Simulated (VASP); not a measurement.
# In2Sb (P6_3/mmc) in VASP: a series of runs, part 2 of 2

VASP 6.6.1.

## (4) Single point, PBEsol

INCAR reads:

```
PREC     = Accurate       # precision mode
ENCUT    = 520            # plane-wave cutoff, eV
EDIFF    = 1E-7           # SCF threshold, eV
ISMEAR   = 1              # smearing method
SIGMA    = 0.01           # smearing width, eV
LREAL    = False          # projectors in reciprocal space
LASPH    = True           # aspherical terms in the spheres
NELM     = 80             # most SCF steps
ALGO     = Fast           # electronic algorithm
ISIF     = 2              # what is computed and relaxed
LWAVE    = False          # write WAVECAR
LCHARG   = False          # write CHGCAR
GGA      = PS             # functional
NBANDS   = 40             # bands
```

KPOINTS reads:

```
regular mesh
0
Gamma
  12 12 6
```

POSCAR reads:

```
In2Sb
1.0
    5.3799042018      0.0000000000      0.0000000000
   -2.6899521009      4.6591337087      0.0000000000
    0.0000000000      0.0000000000      6.7225520000
In Sb
4 2
Direct
    0.6666666667      0.3333333333      0.2500000000
    0.3333333333      0.6666666667      0.7500000000
    0.0000000000      0.0000000000      0.5000000000
    0.0000000000      0.0000000000      0.0000000000
    0.6666666667      0.3333333333      0.7500000000
    0.3333333333      0.6666666667      0.2500000000
```

Potentials or basis: VASP PAW PBE potentials, release 64 (In_d, Sb).

The run is started by

```bash
$ cat potpaw_PBE.64/In_d/POTCAR potpaw_PBE.64/Sb/POTCAR > POTCAR
$ mpirun -np 1 vasp_std > vasp.out
```

OUTCAR:

```text
PREC = Accurate
   ENCUT = 520
   EDIFF = 1E-7
   ISMEAR = 1
   LREAL = False
   LASPH = True
   NELM = 80
   ISIF = 2
   GGA = PS

 ion  position               nearest neighbor table
   1  0.667  0.333  0.250-   6 3.11   6 3.11   6 3.11   5 3.36   5 3.36   3 3.53   4 3.53   3 3.53
                             4 3.53   3 3.53   4 3.53
   2  0.333  0.667  0.750-   5 3.11   5 3.11   5 3.11   6 3.36   6 3.36   3 3.53   4 3.53   4 3.53
                             3 3.53   4 3.53   3 3.53
   3  0.000  0.000  0.500-   4 3.36   4 3.36   1 3.53   5 3.53   6 3.53   2 3.53   1 3.53   5 3.53
                             2 3.53   6 3.53   1 3.53   5 3.53   2 3.53   6 3.53
   4  0.000  0.000  0.000-   3 3.36   3 3.36   1 3.53   5 3.53   6 3.53   2 3.53   1 3.53   5 3.53
                             2 3.53   6 3.53   1 3.53   5 3.53   2 3.53   6 3.53
   5  0.667  0.333  0.750-   2 3.11   2 3.11   2 3.11   1 3.36   1 3.36   3 3.53   4 3.53   3 3.53
                             4 3.53   3 3.53   4 3.53
   6  0.333  0.667  0.250-   1 3.11   1 3.11   1 3.11   2 3.36   2 3.36   3 3.53   4 3.53   4 3.53
                             3 3.53   4 3.53   3 3.53

  LATTYP: Found a hexagonal cell.
 ALAT       =     5.3799042018
 C/A-ratio  =     1.2495672317

  Lattice vectors:

 A1 = (   5.3799042018,   0.0000000000,   0.0000000000)
 A2 = (  -2.6899521009,   4.6591337087,   0.0000000000)
 A3 = (   0.0000000000,   0.0000000000,   6.7225520000)

Analysis of symmetry for initial positions (statically):
=====================================================================
 Subroutine PRICEL returns:
 Original cell was already a primitive cell.

 Routine SETGRP: Setting up the symmetry group for a
 hexagonal supercell.

 Subroutine GETGRP returns: Found 24 space group operations
 (whereof 12 operations were pure point group operations)
 out of a pool of 24 trial point group operations.

The static configuration has the point symmetry D_3d.
 The point group associated with its full space group is D_6h.

Analysis of symmetry for dynamics (positions and initial velocities):
[... 144 lines left out ...]
   LORBIT       =      0    0 simple, 1 ext, 2 COOP (PROOUT), +10 PAW based schemes
   GGA     = PS    functional components
   LHFCALC =     F    Hartree Fock is set to
   AEXX    =    0.0000 exact exchange contribution
   IVDW    =     0    specifies the selected vdW correction
   LEPSILON=     F    determine dielectric tensor
   LRPA    =     F    only Hartree local field effects (RPA)
 non-spin polarized calculation
 RMM-DIIS sequential band-by-band and
 Methfessel and Paxton  Order N= 1 SIGMA  =   0.01
  energy-cutoff  :      520.00
  volume of cell :      168.51
 maximum number of plane-waves:      4578
   NGX = 21   NGY = 21   NGZ = 25

 number of electron      62.0000005 magnetization

 Free energy of the ion-electron system (eV)
  ---------------------------------------------------
  ext. energy  EPLUGINS =         0.00000000
  ---------------------------------------------------
  free energy    TOTEN  =       -20.97490074 eV

  energy without entropy =      -20.97488235  energy(sigma->0) =      -20.97489461

 E-fermi :   6.9959     XC(G=0): -10.0779

 val. band max:        6.9910402741   @ k =   0.0833   0.0000   0.5000
 cond. band min:       6.9967676837   @ k =   0.3333   0.3333   0.0000
 fundamental gap:      0.0057274096
 Fermi energy:         6.9958864315

 k-point     1 :       0.0000    0.0000    0.0000
  band No.  band energies     occupation
      1      -7.6399      2.00000
      2      -7.6399      2.00000
      3      -7.6369      2.00000
      4      -7.5978      2.00000
      5      -7.5978      2.00000
      6      -7.5546      2.00000
[... 1021 lines left out ...]
     39      11.3852      0.00000
     40      11.6011      0.00000

 [... further k-points ...]

------------------------ aborting loop because EDIFF is reached ----------------------------------------

  FORCE on cell =-STRESS in cart. coord.  units (eV):
  Direction    XX          YY          ZZ          XY          YZ          ZX
  --------------------------------------------------------------------------------------
  -------------------------------------------------------------------------------------
  Total       -2.1984940     -2.1984940     -3.8032860      0.0000000      0.0000000     -0.0000000
  in kB      -20.9036426    -20.9036426    -36.1622696      0.0000000      0.0000000     -0.0000000
  external PRESSURE =     -25.9898516 kB  Pullay stress =       0.0000000 kB

 VOLUME and BASIS-vectors are now :
 -----------------------------------------------------------------------------
  energy-cutoff  :      520.00
  volume of cell :      168.51
      direct lattice vectors                 reciprocal lattice vectors
     5.379904202  0.000000000  0.000000000     0.185876916  0.107316087  0.000000000
    -2.689952101  4.659133709  0.000000000     0.000000000  0.214632175  0.000000000
     0.000000000  0.000000000  6.722552000     0.000000000  0.000000000  0.148753033

 POSITION                                       TOTAL-FORCE (eV/Angst)
 -----------------------------------------------------------------------------------
      2.68995      1.55304      1.68064         0.000000     -0.000000      0.000000
     -0.00000      3.10609      5.04191        -0.000000      0.000000     -0.000000
      0.00000      0.00000      3.36128         0.000000     -0.000000      0.000000
      0.00000      0.00000      0.00000         0.000000     -0.000000      0.000000
      2.68995      1.55304      5.04191         0.000000      0.000000      0.000000
     -0.00000      3.10609      1.68064        -0.000000     -0.000000      0.000000
 -----------------------------------------------------------------------------------
    total drift:                               -0.000000     -0.000000     -0.000000

  FREE ENERGIE OF THE ION-ELECTRON SYSTEM (eV)
  ---------------------------------------------------
  free  energy   TOTEN  =       -20.9749007400 eV

  energy  without entropy=      -20.9748823522  energy(sigma->0) =      -20.97489461
```

OSZICAR:

```text
N       E                     dE             d eps       ncg     rms          rms(c)
DAV:   1     0.585796950807E+03    0.58580E+03   -0.27579E+04  6080   0.182E+03
DAV:   2     0.431857061907E+02   -0.54261E+03   -0.52988E+03  6144   0.469E+02
DAV:   3    -0.183078501697E+02   -0.61494E+02   -0.59753E+02  7264   0.177E+02
DAV:   4    -0.210583832247E+02   -0.27505E+01   -0.27342E+01  7184   0.392E+01
DAV:   5    -0.212088719896E+02   -0.15049E+00   -0.15044E+00  9696   0.772E+00    0.471E+00
RMM:   6    -0.210028624707E+02    0.20601E+00   -0.40497E-01  6610   0.534E+00    0.255E+00
RMM:   7    -0.209776031050E+02    0.25259E-01   -0.15002E-01  7066   0.221E+00    0.673E-01
RMM:   8    -0.209739633752E+02    0.36397E-02   -0.23799E-02  7533   0.169E+00    0.135E-01
RMM:   9    -0.209746126585E+02   -0.64928E-03   -0.85358E-03  8498   0.565E-01    0.144E-01
RMM:  10    -0.209747959176E+02   -0.18326E-03   -0.27062E-03  9078   0.462E-01    0.105E-01
RMM:  11    -0.209748655310E+02   -0.69613E-04   -0.91282E-04  9242   0.178E-01    0.125E-01
RMM:  12    -0.209748992134E+02   -0.33682E-04   -0.23344E-04  8613   0.862E-02    0.492E-02
RMM:  13    -0.209749050536E+02   -0.58402E-05   -0.49351E-05 10422   0.345E-02    0.625E-02
RMM:  14    -0.209749033949E+02    0.16586E-05   -0.79638E-06  8497   0.175E-02    0.520E-02
RMM:  15    -0.209749011932E+02    0.22017E-05   -0.45756E-06  7188   0.218E-02    0.265E-02
RMM:  16    -0.209749007656E+02    0.42762E-06   -0.23404E-06  9331   0.784E-03    0.199E-02
RMM:  17    -0.209749007400E+02    0.25646E-07   -0.23621E-07  4105   0.276E-03
   1 F= -.20974901E+02 E0= -.20974895E+02  d E =-.183878E-04
```

Run time: 5.8 min. Hardware: 1 thread of AMD EPYC 9R45 (Zen 5), shared host; peak memory 0.51 GiB.

Results:

* Free energy: -20.9749 eV
* Pressure: -2.6 GPa
* Band gap on the k mesh: zero (bands 31 and 32 overlap by 2.07 eV)

Stress tensor (GPa, compression positive):
```
-2.09  0.00  0.00
 0.00 -2.09  0.00
 0.00  0.00 -3.62
```

Caveat: the PAW data sets were made with another functional, which shifts forces and pressure a little; spin-orbit coupling is left out, which moves the levels of the heavy elements.

## (5) Single point, PBEsol

INCAR reads:

```
PREC = Accurate
ENCUT = 520
EDIFF = 1E-6
ISMEAR = 1
SIGMA = 0.5
LREAL = F
LASPH = T
NELM = 80
ALGO = Fast
ISIF = 2
LWAVE = F
LCHARG = F
GGA = PS
NBANDS = 40
```

KPOINTS is that of step 4.

POSCAR is that of step 4.

The run is started by

```bash
$ cat potpaw_PBE.64/In_d/POTCAR potpaw_PBE.64/Sb/POTCAR > POTCAR
$ mpirun -np 1 vasp_std > vasp.out
```

It took 5.5 min on 1 thread of AMD EPYC 9R45 (Zen 5), shared host; peak memory 0.51 GiB.

The run converged. Its results:

| Quantity | Value |
| --- | --- |
| Free energy | -20.9894 eV |
| Pressure | -2.6 GPa |
| Band gap on the k mesh | zero (bands 31 and 32 overlap by 2.07 eV) |

Stress tensor (GPa, compression positive):
```
-2.20  0.00  0.00
 0.00 -2.20  0.00
 0.00  0.00 -3.39
```

Levels at points of the mesh, in eV from the Fermi level:
```
           k point  band 28  band 29  band 30  band 31  band 32  band 33  band 34  band 35
(0.00, 0.00, 0.00)    -1.73    -1.73    -1.50    -0.46    -0.27    -0.27     0.14     0.63
(0.50, 0.00, 0.00)    -3.54    -1.61    -1.57    -1.11     1.35     1.66     2.36     3.46
(0.00, 0.00, 0.50)    -1.84    -1.84    -1.84    -1.00    -1.00    -0.20    -0.20    -0.20
(0.50, 0.00, 0.50)    -3.06    -0.60    -0.60     0.52     0.52     2.43     2.43     3.01
```

Caveat: the PAW data sets were made with another functional, which shifts forces and pressure a little; spin-orbit coupling is left out, which moves the levels of the heavy elements.

## (6) The runs side by side

| smearing | further INCAR settings | gap on the mesh (eV) | pressure (GPa) |
| --- | --- | --- | --- |
| gaussian 0.5 eV | ALGO = Fast; EDIFF = 1e-06; NBANDS = 40 | none | -2.4 |
| fermi-dirac 0.1 eV | ALGO = Fast; EDIFF = 1e-07; NBANDS = 40 | none | -2.5 |
| methfessel-paxton 0.01 eV | ALGO = Fast; EDIFF = 1e-07; NBANDS = 40 | none | -2.6 |
| methfessel-paxton 0.5 eV | ALGO = Fast; EDIFF = 1e-06; NBANDS = 40 | none | -2.6 |

Alike in all rows: task single point; level PBEsol; potentials or basis VASP PAW PBE potentials, release 64 (In_d, Sb); no spin polarisation; cell as given; k mesh 12 × 12 × 6; cutoff (eV) 520.

Caveats: the PAW data sets were made with another functional, which shifts forces and pressure a little; spin-orbit coupling is left out, which moves the levels of the heavy elements; so wide a smearing shifts energies and pressures (at least some runs).

Absolute energies hang on the potentials; compare differences alone.

The gap in the log of VASP goes by the Fermi energy; the results here count the filled bands.